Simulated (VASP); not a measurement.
# Au in VASP: notebook

Runs on Au. Level: PBE. Tasks: relaxation of shape and atoms at fixed volume, single point.

Program: VASP 6.6.1. These are calculated values, not measurements. Logs are shortened: lines on timing, memory, paths and dates and some standing lists are left out, and cuts for length are marked.

## 1. The cell of the first run

It takes space group Cmcm (No. 63, orthorhombic). The conventional cell has a = 2.944 Å, b = 5.309 Å, c = 5.071 Å, α = 90.00°, β = 90.00°, γ = 90.00°. Within 3.9 Å of Au (site symmetry m2m) lie 12 Au at 2.94 to 3.08 Å.

## 2. Relaxation of shape and atoms at fixed volume, PBE (19.82 Å³/atom)

Input file INCAR:

```
PREC = Accurate ; ENCUT = 600
EDIFF = 1E-7 ; ISMEAR = 0
SIGMA = 0.1 ; LREAL = F
LASPH = T ; NELM = 80
ALGO = Fast ; ISIF = 4
LWAVE = F ; LCHARG = F
GGA = PE ; IBRION = 2
NSW = 50 ; EDIFFG = -0.01
```

Input file KPOINTS:

```
regular mesh
0
Gamma
  16 16 10
```

Input file POSCAR:

```
Au
1.0
    1.4720946790     -2.6547408886      0.0000000000
    1.4720946790      2.6547408886      0.0000000000
    0.0000000000      0.0000000000      5.0709467943
Au
2
Direct
    0.6645204895      0.3354795105      0.2500000000
    0.3354795105      0.6645204895      0.7500000000
```

Potentials or basis: VASP PAW PBE potentials, release 64 (Au).

Command:

```
> cat potpaw_PBE.64/Au/POTCAR > POTCAR
> mpirun -np 1 vasp_std > vasp.out
```

OUTCAR:

```text
PREC = Accurate
   ENCUT = 600
   EDIFF = 1E-7
   ISMEAR = 0
   LREAL = F
   LASPH = T
   NELM = 80
   ISIF = 4
   GGA = PE
   IBRION = 2
   NSW = 50
   EDIFFG = -0.01

 ion  position               nearest neighbor table
   1  0.665  0.335  0.250-   2 3.07   2 3.07   2 3.07   2 3.07   2 3.08   2 3.08
   2  0.335  0.665  0.750-   1 3.07   1 3.07   1 3.07   1 3.07   1 3.08   1 3.08

  LATTYP: Found a base centered orthorhombic cell.
 ALAT       =     2.9441893580
 B/A-ratio  =     1.8033764584
 C/A-ratio  =     1.7223575585

  Lattice vectors:

 A1 = (   1.4720946790,  -2.6547408886,   0.0000000000)
 A2 = (   1.4720946790,   2.6547408886,   0.0000000000)
 A3 = (   0.0000000000,   0.0000000000,   5.0709467943)

Analysis of symmetry for initial positions (statically):
=====================================================================
 Subroutine PRICEL returns:
 Original cell was already a primitive cell.

 Routine SETGRP: Setting up the symmetry group for a
 base centered orthorhombic supercell.

 Subroutine GETGRP returns: Found  8 space group operations
 (whereof  4 operations were pure point group operations)
 out of a pool of  8 trial point group operations.

The static configuration has the point symmetry C_2h.
 The point group associated with its full space group is D_2h.

Analysis of symmetry for dynamics (positions and initial velocities):
=====================================================================
 Subroutine PRICEL returns:
 Original cell was already a primitive cell.

 Routine SETGRP: Setting up the symmetry group for a
 base centered orthorhombic supercell.

 Subroutine GETGRP returns: Found  8 space group operations
 (whereof  4 operations were pure point group operations)
 out of a pool of  8 trial point group operations.

The dynamic configuration has the point symmetry C_2h.
 The point group associated with its full space group is D_2h.

 Subroutine INISYM returns: Found  8 space group operations
 (whereof  4 operations are pure point group operations),
 and found     1 'primitive' translations

----------------------------------------------------------------------------------------

                                     Primitive cell

  volume of cell :      39.6348

  direct lattice vectors                    reciprocal lattice vectors
     1.472094679 -2.654740889  0.000000000     0.339652067 -0.188342298  0.000000000
     1.472094679  2.654740889  0.000000000     0.339652067  0.188342298  0.000000000
     0.000000000  0.000000000  5.070946794     0.000000000  0.000000000  0.197201832

  length of vectors
     3.035574399  3.035574399  5.070946794     0.388376554  0.388376554  0.197201832

  position of ions in fractional coordinates (direct lattice)
     0.664520489  0.335479511  0.250000000
     0.335479511  0.664520489  0.750000000

  ion indices of the primitive-cell ions
   primitive index   ion index
                 1           1
                 2           2

----------------------------------------------------------------------------------------

 KPOINTS: regular mesh

Automatic generation of k-mesh.
 Grid dimensions read from file:
 generate k-points for:   16   16   10

 Generating k-lattice:

  Cartesian coordinates                     Fractional coordinates (reciprocal lattice)
     0.021228254 -0.011771394  0.000000000     0.062500000  0.000000000  0.000000000
     0.021228254  0.011771394  0.000000000     0.000000000  0.062500000  0.000000000
     0.000000000  0.000000000  0.019720183     0.000000000  0.000000000  0.100000000

  Length of vectors
     0.024273535  0.024273535  0.019720183

  Shift w.r.t. Gamma in fractional coordinates (k-lattice)
     0.000000000  0.000000000  0.000000000

 Subroutine IBZKPT returns following result:
 ===========================================

 Found    438 irreducible k-points:

 Following reciprocal coordinates:
            Coordinates               Weight
  0.000000  0.000000  0.000000      1.000000
  0.062500 -0.000000  0.000000      4.000000
  0.125000 -0.000000  0.000000      4.000000
  0.187500 -0.000000  0.000000      4.000000
  0.250000 -0.000000  0.000000      4.000000
  0.312500  0.000000  0.000000      4.000000
[... 16 lines left out ...]
 -0.125000  0.062500  0.000000      4.000000
 -0.062500  0.062500  0.000000      2.000000
 [... further k-points ...]
   k-points           NKPTS =    438   k-points in BZ     NKDIM =    438   number of bands    NBANDS=     15
   number of dos      NEDOS =    301   number of ions     NIONS =      2
   total plane-waves  NPLWV =  24192
   dimension x,y,z NGX =    24 NGY =   24 NGZ =   42
   dimension x,y,z NGXF=    48 NGYF=   48 NGZF=   84
   ions per type =               2
   NGX,Y,Z   is equivalent  to a cutoff of  13.14, 13.14, 13.77 a.u.
   NGXF,Y,Z  is equivalent  to a cutoff of  26.29, 26.29, 27.54 a.u.
 SYSTEM =  unknown system
   PREC   = accura    normal or accurate (medium, high low for compatibility)
   ISTART =      0    job   : 0-new  1-cont  2-samecut
   ICHARG =      2    charge: 1-file 2-atom 10-const
   ISPIN  =      1    spin polarized calculation?
   LNONCOLLINEAR =      F non collinear calculations
   LSORBIT =      F    spin-orbit coupling
   LASPH  =      T    aspherical Exc in radial PAW
   ENCUT  =  600.0 eV  44.10 Ry    6.64 a.u.   6.06  6.06 10.13*2*pi/ulx,y,z
   NELM   =     80;   NELMIN=  2; NELMDL= -5     # of ELM steps
   EDIFF  = 0.1E-06   stopping-criterion for ELM
   LREAL  =      F    real-space projection
   EDIFFG = -.1E-01   stopping-criterion for IOM
   NSW    =     50    number of steps for IOM
   IBRION =      2    ionic relax: 0-MD 1-quasi-New 2-CG
   NFREE  =      1    steps in history (QN), initial steepest desc. (CG)
   ISIF   =      4    stress and relaxation
   ISYM   =      2    0-nonsym 1-usesym 2-fastsym
   POTIM  = 0.5000    time-step for ionic-motion
   TEBEG  =    0.0;   TEEND  =   0.0 temperature during run
   PSTRESS=    0.0 pullay stress
   NELECT =      22.0000    total number of electrons
   NUPDOWN=      -1.0000    fix difference up-down
   EMIN   =  10.00;   EMAX   =-10.00  energy-range for DOS
   EFERMI =   0.00;   METHOD = LEGACY
   ISMEAR =     0;   SIGMA  =   0.10  broadening in eV -4-tet -1-fermi 0-gaus
   EFERMI_NEDOS =   21; number of points for ismear=-14 and -15
   IALGO  =     68    algorithm
   IMIX   =      4    mixing-type and parameters
     AMIX     =   0.40;   BMIX     =  1.00
     AMIX_MAG =   1.60;   BMIX_MAG =  1.00
  volume/ion in A,a.u.               =      19.82       133.73
  Fermi-wavevector in a.u.,A,eV,Ry     =   1.345416  2.542469 24.628525  1.810146
  Thomas-Fermi vector in A             =   2.473331
   LORBIT       =      0    0 simple, 1 ext, 2 COOP (PROOUT), +10 PAW based schemes
   GGA     = PE    functional components
   LHFCALC =     F    Hartree Fock is set to
   AEXX    =    0.0000 exact exchange contribution
   IVDW    =     0    specifies the selected vdW correction
   LEPSILON=     F    determine dielectric tensor
   LRPA    =     F    only Hartree local field effects (RPA)
 conjugate gradient relaxation of ions
 non-spin polarized calculation
 RMM-DIIS sequential band-by-band and
 Gauss-broadening in eV      SIGMA  =   0.10
  energy-cutoff  :      600.00
  volume of cell :       39.63
 maximum number of plane-waves:      1341
   NGX = 13   NGY = 13   NGZ = 21

--------------------------------------- Ionic step        1  -------------------------------------------

 number of electron      22.0000001 magnetization

 Free energy of the ion-electron system (eV)
  ---------------------------------------------------
  ext. energy  EPLUGINS =         0.00000000
  ---------------------------------------------------
  free energy    TOTEN  =        -6.30080955 eV

  energy without entropy =       -6.29787763  energy(sigma->0) =       -6.29934359

------------------------ aborting loop because EDIFF is reached ----------------------------------------

  FORCE on cell =-STRESS in cart. coord.  units (eV):
  Direction    XX          YY          ZZ          XY          YZ          ZX
  --------------------------------------------------------------------------------------
  -------------------------------------------------------------------------------------
  Total       -2.4845827     -2.4520394     -2.4086116      0.0000000      0.0000000      0.0000000
  in kB     -100.4354701    -99.1199532    -97.3644531      0.0000000      0.0000000      0.0000000
  external PRESSURE =     -98.9732921 kB  Pullay stress =       0.0000000 kB

 VOLUME and BASIS-vectors are now :
 -----------------------------------------------------------------------------
  energy-cutoff  :      600.00
  volume of cell :       39.63
      direct lattice vectors                 reciprocal lattice vectors
     1.472094679 -2.654740889  0.000000000     0.339652067 -0.188342298  0.000000000
     1.472094679  2.654740889  0.000000000     0.339652067  0.188342298  0.000000000
     0.000000000  0.000000000  5.070946794     0.000000000  0.000000000  0.197201832
[... 37 lines left out ...]
 POSITION                                       TOTAL-FORCE (eV/Angst)
 -----------------------------------------------------------------------------------
      1.47081     -0.87361      1.26895         0.000000     -0.003276      0.000000
      1.47081      0.87361      3.80686         0.000000      0.003276      0.000000
 -----------------------------------------------------------------------------------
    total drift:                               -0.000000     -0.000000      0.000000

  FREE ENERGIE OF THE ION-ELECTRON SYSTEM (eV)
  ---------------------------------------------------
  free  energy   TOTEN  =        -6.3008762030 eV

  energy  without entropy=       -6.2979789421  energy(sigma->0) =       -6.29942757

--------------------------------------- Ionic step        3  -------------------------------------------

 number of electron      21.9999999 magnetization

 Free energy of the ion-electron system (eV)
  ---------------------------------------------------
  ext. energy  EPLUGINS =         0.00000000
  ---------------------------------------------------
  free energy    TOTEN  =        -6.30101138 eV

  energy without entropy =       -6.29823796  energy(sigma->0) =       -6.29962467

 E-fermi :   7.1568     XC(G=0): -11.8259

 val. band max:        7.1541524051   @ k =   0.3125   0.0000   0.3000
 cond. band min:       7.1572282299   @ k =  -0.2500   0.1250   0.2000
 fundamental gap:      0.0030758248
 Fermi energy:         7.1568160069

 k-point     1 :       0.0000    0.0000    0.0000
  band No.  band energies     occupation
      1      -1.2124      2.00000
      2       0.9803      2.00000
      3       2.9838      2.00000
      4       3.0409      2.00000
      5       3.3161      2.00000
      6       3.5112      2.00000
      7       3.7074      2.00000
      8       4.0243      2.00000
      9       4.1687      2.00000
     10       5.0867      2.00000
     11       5.1217      2.00000
     12       6.6475      2.00000
     13       9.0340      0.00000
     14      21.6345      0.00000
     15      22.4559      0.00000
[... 397 lines left out ...]
 k-point    24 :      -0.0625    0.0625    0.0000
  band No.  band energies     occupation
      1      -1.1086      2.00000
      2       1.0612      2.00000
      3       2.9023      2.00000
      4       3.1033      2.00000
      5       3.3169      2.00000
      6       3.5703      2.00000
      7       3.7626      2.00000
      8       3.9618      2.00000
      9       4.1349      2.00000
     10       4.7768      2.00000
     11       5.1361      2.00000
     12       7.0771      1.74058
     13       9.0376      0.00000
     14      21.2658      0.00000
     15      22.6064      0.00000

 [... further k-points ...]

------------------------ aborting loop because EDIFF is reached ----------------------------------------

  FORCE on cell =-STRESS in cart. coord.  units (eV):
  Direction    XX          YY          ZZ          XY          YZ          ZX
  --------------------------------------------------------------------------------------
  -------------------------------------------------------------------------------------
  Total       -2.4483315     -2.4443042     -2.4217517      0.0000000      0.0000000      0.0000000
  in kB      -98.9700702    -98.8072728    -97.8956226      0.0000000      0.0000000      0.0000000
  external PRESSURE =     -98.5576552 kB  Pullay stress =       0.0000000 kB

 VOLUME and BASIS-vectors are now :
 -----------------------------------------------------------------------------
  energy-cutoff  :      600.00
  volume of cell :       39.63
      direct lattice vectors                 reciprocal lattice vectors
     1.466963652 -2.653823530  0.000000000     0.340840074 -0.188407403  0.000000000
     1.466963652  2.653823530  0.000000000     0.340840074  0.188407403  0.000000000
     0.000000000  0.000000000  5.090442570     0.000000000  0.000000000  0.196446573

 POSITION                                       TOTAL-FORCE (eV/Angst)
 -----------------------------------------------------------------------------------
      1.46696     -0.87388      1.27261         0.000000     -0.002892      0.000000
      1.46696      0.87388      3.81783         0.000000      0.002892     -0.000000
 -----------------------------------------------------------------------------------
    total drift:                                0.000000      0.000000     -0.000000

  FREE ENERGIE OF THE ION-ELECTRON SYSTEM (eV)
  ---------------------------------------------------
  free  energy   TOTEN  =        -6.3010113753 eV

  energy  without entropy=       -6.2982379566  energy(sigma->0) =       -6.29962467

 reached required accuracy - stopping structural energy minimisation
```

It took 7.3 min on 1 thread of Intel Xeon Platinum 8375C at 2.90GHz (Ice Lake), shared host; peak memory 0.39 GiB.

What came out:

| Quantity | Value |
| --- | --- |
| Free energy | -6.3010 eV |
| Energy gained by relaxing | 0.1 meV/atom |
| Ionic steps | 3 |
| Pressure after relaxing | -9.9 GPa |
| Band gap on the k mesh | zero (bands 11 and 12 overlap by 5.89 eV) |

Forces in eV/Å, atoms in the order of the input:
```
Au   0.000 -0.003  0.000
Au   0.000  0.003  0.000
```

The path:
```
step  energy change (eV)  largest force (eV/Å)  pressure (GPa)  volume (Å³)
   1              0.0000                0.0035           -9.90        39.63
   2             -0.0001                0.0033           -9.89        39.63
   3             -0.0002                0.0029           -9.86        39.63
```

Final structure:
```
Au
1.0
     1.46696   -2.65382    0.00000
     1.46696    2.65382    0.00000
     0.00000    0.00000    5.09044
Au
2
Cartesian
  1.4670 -0.8739 1.2726
  1.4670 0.8739 3.8178
```

Caveat: spin-orbit coupling is left out, which moves the levels of the heavy elements.

## 3. Single point, PBE (biaxial strain in the a-b plane: +1.0 %)

Input file INCAR:

```
  PREC = Accurate
  ENCUT = 520
  EDIFF = 1E-6
  ISMEAR = 0
  SIGMA = 0.1
  LREAL = False
  LASPH = True
  NELM = 60
  ALGO = Fast
  ISIF = 2
  LWAVE = False
  LCHARG = True
  GGA = PE
  LELF = True
  LVHAR = True
  NBANDS = 30
```

Input file KPOINTS:

```
regular mesh
0
Gamma
  18 10 12
```

Input file POSCAR:

```
Au
1.0
    2.8940755565      0.0000000000      0.0000000000
    0.0000000000      5.1921696971      0.0000000000
    0.0000000000      0.0000000000      4.8627800961
Au
4
Direct
    0.0000000000      0.3360485559      0.7500000000
    0.5000000000      0.1639514441      0.2500000000
    0.5000000000      0.8360485559      0.7500000000
    0.0000000000      0.6639514441      0.2500000000
```

Potentials or basis: VASP PAW PBE potentials, release 64 (Au).

Command:

```
> cat potpaw_PBE.64/Au/POTCAR > POTCAR
> mpirun -np 1 vasp_std > vasp.out
```

Wall time 4.1 min (1 thread of Intel Xeon 6975P-C (Granite Rapids), shared host); peak memory 0.69 GiB.

Results (log left out):

```
Free energy            : -12.8460 eV
Pressure               : -2.1 GPa
Largest force          : 0.010 eV/Å
Band gap on the k mesh : zero (bands 22 and 23 overlap by 3.89 eV)
```

Forces on the atoms (eV/Å):
```
Au   0.000  0.010  0.000
Au   0.000 -0.010  0.000
Au   0.000  0.010  0.000
Au   0.000 -0.010  0.000
```

Stress tensor (GPa, compression positive):
```
-2.05  0.00  0.00
 0.00 -3.08  0.00
 0.00  0.00 -1.31
```

Levels at points of the mesh, in eV from the Fermi level:
| k point | band 19 | band 20 | band 21 | band 22 | band 23 | band 24 | band 25 | band 26 |
| --- | --- | --- | --- | --- | --- | --- | --- | --- |
| (0.00, 0.00, 0.00) | -1.96 | -1.85 | -1.76 | -0.70 | 0.20 | 1.08 | 2.56 | 5.54 |
| (0.50, 0.00, 0.00) | -1.87 | -1.87 | -0.06 | -0.06 | 4.04 | 4.04 | 5.74 | 5.74 |
| (0.00, 0.50, 0.00) | -2.88 | -2.88 | -1.94 | -1.94 | 2.73 | 2.73 | 3.14 | 3.14 |
| (0.50, 0.50, 0.00) | -1.72 | -1.72 | 0.38 | 0.38 | 1.47 | 1.47 | 5.77 | 5.77 |
| (0.00, 0.00, 0.50) | -2.26 | -2.26 | -1.84 | -1.84 | 0.37 | 0.37 | 3.33 | 3.33 |
| (0.50, 0.00, 0.50) | -1.85 | -1.85 | 1.03 | 1.03 | 1.03 | 1.03 | 6.30 | 6.30 |
| (0.00, 0.50, 0.50) | -2.47 | -2.47 | -1.92 | -1.92 | -1.92 | -1.92 | 9.81 | 9.81 |
| (0.50, 0.50, 0.50) | -1.77 | -1.77 | 0.70 | 0.70 | 0.70 | 0.70 | 3.71 | 3.71 |

Caveat: the cell differs from its parent crystal (biaxial strain in the a-b plane: +1.0 %); spin-orbit coupling is left out, which moves the levels of the heavy elements.

[end of part 1 of 2]

The gap in the log of VASP goes by the Fermi energy; the results here count the filled bands.